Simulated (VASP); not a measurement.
# Si2Mo: single point with PBEsol

Crystal: Si2Mo.

```
Si Mo
1.0
     4.57444    0.00000    0.00000
    -2.28722    3.96158    0.00000
     0.00000    0.00000    6.56656
Si Mo
6 3
Direct
  0.18626 0.81374 0.83333
  0.28416 0.14208 0.16667
  0.85792 0.71584 0.50000
  0.85792 0.14208 0.83333
  0.62749 0.81374 0.16667
  0.18626 0.37251 0.50000
  0.51396 0.02791 0.50000
  0.97209 0.48604 0.16667
  0.51396 0.48604 0.83333
```

This cell differs from its parent crystal: mode 4 (193.4 1/cm) frozen in, largest displacement +0.175 Å.

```
Program             : VASP 6.6.1
Task                : single point
Functional          : PBEsol
Potentials or basis : VASP PAW PBE potentials, release 64 (Si, Mo_sv)
Cutoff              : 520 eV
k mesh              : 12 × 12 × 6
Occupations         : gaussian, width 0.15 eV
Spin                : no spin polarisation
```

```yaml
Pressure: 0.7 GPa
Largest_force: 1.339 eV/Å
Band_gap_on_the_k_mesh: zero (band 33 reaches 12.97 eV, above the bottom of band 34 at 12.92 eV)
```

Forces in eV/Å, atoms in the order of the input:
```
Si  -0.595  0.344  0.000
Si   0.574  0.331  0.000
Si   0.000 -0.662  0.000
Si  -0.574  0.331  0.000
Si   0.595  0.344  0.000
Si   0.000 -0.687  0.000
Mo   0.000 -1.339  0.000
Mo   1.159  0.669  0.000
Mo  -1.159  0.669  0.000
```

Stress tensor (GPa, compression positive):
```
0.37 0.00 0.00
0.00 0.37 0.00
0.00 0.00 1.35
```

Levels at points of the mesh, in eV from the Fermi level:
| k point | band 30 | band 31 | band 32 | band 33 | band 34 | band 35 | band 36 | band 37 |
| --- | --- | --- | --- | --- | --- | --- | --- | --- |
| (0.00, 0.00, 0.00) | -3.00 | -2.51 | -2.24 | -0.65 | 1.78 | 1.96 | 2.23 | 2.23 |
| (0.50, 0.00, 0.00) | -2.28 | -1.50 | -0.97 | -0.61 | -0.03 | 0.65 | 0.83 | 1.32 |
| (0.00, 0.00, 0.50) | -2.35 | -2.03 | -0.59 | -0.59 | 1.71 | 1.89 | 1.89 | 2.15 |
| (0.50, 0.00, 0.50) | -2.70 | -2.11 | -1.12 | 0.02 | 0.47 | 0.85 | 1.15 | 1.58 |

It took 13 min on 1 thread of Oxide Virtual Turin-like Processor (shared host), peak memory 0.47 GiB.

Caveat: the cell differs from its parent crystal (mode 4 (193.4 1/cm) frozen in, largest displacement +0.175 Å); the PAW data sets were made with another functional, which shifts forces and pressure a little.
